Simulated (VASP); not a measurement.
Write the native input for VASP 6.6.1 that does the following.

| Quantity | Value |
| --- | --- |
| Task | single point |
| Functional | LDA |
| Potentials or basis | VASP PAW LDA potentials, release 64 (Ag, Au) |
| Cutoff | 500 eV |
| k mesh | 3 × 3 × 3 |
| Occupations | fermi-dirac, width 0.02 eV |
| Spin | no spin polarisation |
| Dipole correction | no |
| Further INCAR settings | ALGO = Normal; EDIFF = 1e-06; NBANDS = 30 |

The structure of Ag3Au lies in POSCAR:

```
Ag3Au
1.0
    4.1110932000      0.0000000000      0.0000000000
    0.0000000000      4.1110932000      0.0000000000
    0.0000000000      0.0000000000      4.1110932000
Ag Au
3 1
Direct
    0.5000000000      0.0000000000      0.5000000000
    0.0000000000      0.5000000000      0.5000000000
    0.5000000000      0.5000000000      0.0000000000
    0.0000000000      0.0000000000      0.0000000000
```

These files were run (other wordings do the same):

INCAR

```
PREC     = Accurate       # precision mode
ENCUT    = 500            # plane-wave cutoff, eV
EDIFF    = 1E-6           # SCF threshold, eV
ISMEAR   = -1             # smearing method
SIGMA    = 0.02           # smearing width, eV
LREAL    = False          # projectors in reciprocal space
LASPH    = True           # aspherical terms in the spheres
NELM     = 120            # most SCF steps
ALGO     = Normal         # electronic algorithm
ISIF     = 2              # what is computed and relaxed
LWAVE    = False          # write WAVECAR
LCHARG   = True           # write CHGCAR
GGA      = CA             # functional
LELF     = True           # ELF
LVHAR    = True         
NBANDS   = 30             # bands
GGA_COMPAT= False
```

KPOINTS

```
Automatic mesh
0
Gamma
  3 3 3
```

Potentials or basis: VASP PAW LDA potentials, release 64 (Ag, Au).

Run with:

```console
$ cat potpaw_LDA.64/Ag/POTCAR potpaw_LDA.64/Au/POTCAR > POTCAR
$ mpirun -np 1 vasp_std > vasp.out
```

Results of the run:

* Pressure: -6.7 GPa
* Band gap on the k mesh: zero (band 22 reaches 9.58 eV, above the bottom of band 23 at 7.92 eV)

Caveat: the k points lie up to 0.51 Å⁻¹ apart; spin-orbit coupling is left out, which moves the levels of the heavy elements.

Run time: 5.1 s on 1 thread of AMD EPYC 9R14 (Zen 4) (shared host), peak memory 0.11 GiB.
